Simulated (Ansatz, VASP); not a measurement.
This is a calculation of GaF for VASP 6.6.1.

The input INCAR:

```
SYSTEM = GaF
PREC     = Accurate       ! precision mode
ENCUT    = 520            ! plane-wave cutoff, eV
EDIFF    = 1E-7           ! SCF threshold, eV
ISMEAR   = -1             ! smearing method
SIGMA    = 0.05           ! smearing width, eV
LREAL    = .False.        ! projectors in reciprocal space
LASPH    = .True.         ! aspherical terms in the spheres
NELM     = 80             ! most SCF steps
ALGO     = Normal         ! electronic algorithm
ISIF     = 2              ! what is computed and relaxed
LWAVE    = .False.        ! write WAVECAR
LCHARG   = .False.        ! write CHGCAR
GGA      = PE             ! functional
NBANDS   = 17             ! bands
```

Contents of KPOINTS:

```
regular mesh
0
Gamma
  8 8 8
  0 0 0
```

File POSCAR:

```
GaF
1.0
    0.0000000000      2.8462400000      2.8462400000
    2.8462400000      0.0000000000      2.8462400000
    2.8462400000      2.8462400000      0.0000000000
Ga F
1 1
Direct
    0.2500000000      0.2500000000      0.2500000000
    0.0000000000      0.0000000000      0.0000000000
```

Potentials or basis: VASP PAW PBE potentials, release 64 (Ga_d, F).

Command:

```bash
$ cat potpaw_PBE.64/Ga_d/POTCAR potpaw_PBE.64/F/POTCAR > POTCAR
$ mpirun -np 1 vasp_std > vasp.out
```

Q: Translate it to Ansatz 0.2.0. Potentials there: Ansatz PAW earlier set.

A: As run (the cutoff follows the program's own potentials):

input.yaml

```yaml
crystal:
  lattice:
    - [0.0, 2.84624, 2.84624]
    - [2.84624, 0.0, 2.84624]
    - [2.84624, 2.84624, 0.0]
  atoms:
    - { symbol: Ga, position: [0.25, 0.25, 0.25] }
    - { symbol: F, position: [0.0, 0.0, 0.0] }
hamiltonian:
  xc: pbe
  pseudopotentials: { kind: paw, level: accurate }
kpoints:
  mp_grid: { grid: [8, 8, 8] }
scf:
  occupations: { method: fermi_dirac, width: 0.05 }
output:
  forces: true
  stress: true
  eigenvalues: true
```

Potentials or basis: Ansatz PAW earlier set.

Command:

```sh
$ ansatz run input.yaml --threads 2 --pin off --max-ram 5632MiB --backend cpu --events-out ev --progress --plain --runs-dir out
```

Both were run:

|  | VASP | Ansatz | Ansatz less VASP |
| --- | --- | --- | --- |
| gap on the k mesh at the Fermi level (eV) | 2.27 | 2.27 | +0.003 |
| least direct gap on the mesh (eV) | 2.28 | 2.28 | +0.003 |
| pressure (GPa) | -0.1 | 0.0 | +0.10 |

With one functional, cell and mesh, what is left measures potentials, basis and numerics. VASP's potentials hold 20 valence electrons a cell and Ansatz's 28, so a difference there can come from the potentials and not from the codes.
